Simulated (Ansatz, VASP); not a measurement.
**One calculation of Ge, two programs**

Contents of POSCAR:

```
Ge
1.0
    0.0000000000      2.8853454000      2.8287700000
    2.7721946000      0.0000000000      2.8287700000
    2.7721946000      2.8853454000      0.0000000000
Ge
2
Direct
    0.5000000000      0.5000000000      0.5000000000
    0.7500000000      0.7500000000      0.7500000000
```

File INCAR.step1:

```
  PREC = Accurate
  ENCUT = 520
  ISMEAR = 0
  SIGMA = 0.05
  LREAL = F
  LASPH = T
  NELM = 80
  NBANDS = 21
  GGA = PE
  ALGO = Normal
  EDIFF = 1E-4
  LWAVE = T
  LCHARG = F
```

INCAR.step2

```
  PREC = Accurate
  ENCUT = 520
  EDIFF = 1E-6
  ISMEAR = 0
  SIGMA = 0.05
  LREAL = F
  LASPH = T
  NELM = 80
  ALGO = Normal
  ISIF = 2
  LWAVE = F
  LCHARG = F
  METAGGA = R2SCAN
  LMIXTAU = T
  NBANDS = 21
  ISTART = 1
```

The input KPOINTS:

```
regular mesh
0
Gamma
  10 10 10
```

Input for Ansatz:

```yaml
crystal:
  lattice:
    - [0.0, 2.8853454, 2.82877]
    - [2.7721946, 0.0, 2.82877]
    - [2.7721946, 2.8853454, 0.0]
  atoms:
    - { symbol: Ge, position: [0.5, 0.5, 0.5] }
    - { symbol: Ge, position: [0.75, 0.75, 0.75] }
basis:
  ecutwfc: 500
kpoints:
  mp_grid: { grid: [10, 10, 10] }
hamiltonian:
  xc: r2scan
scf:
  occupations: { method: gaussian, width: 0.05 }
output:
  forces: true
  stress: true
  eigenvalues: true
```

Change from the starting cell: strain -0.0200 x Voigt [1, -1, 0, 0, 0, 0], atoms carried along.

Alike in both runs: task single point; functional r2SCAN; k mesh 10 × 10 × 10; occupations gaussian, width 0.05 eV; no spin polarisation.

|  | VASP | Ansatz |
| --- | --- | --- |
| version | VASP 6.6.1 | Ansatz 0.2.0 |
| potentials or method | VASP PAW PBE potentials, release 64 (Ge_d), cutoff 520 eV | scalar-relativistic, plane waves, PAW |
| valence electrons in the cell | 28 | 28 |

```tsv
	VASP	Ansatz	Ansatz less VASP
gap on the k mesh at the Fermi level (eV)	0.24	0.28	+0.039
least direct gap on the mesh (eV)	0.24	0.28	+0.039
pressure (GPa)	0.7	0.7	-0.07
traceless stress, the component that is largest in VASP (GPa)	-1.70	-1.72	-0.014
```

VASP's potentials were made for PBE, not for r2SCAN.
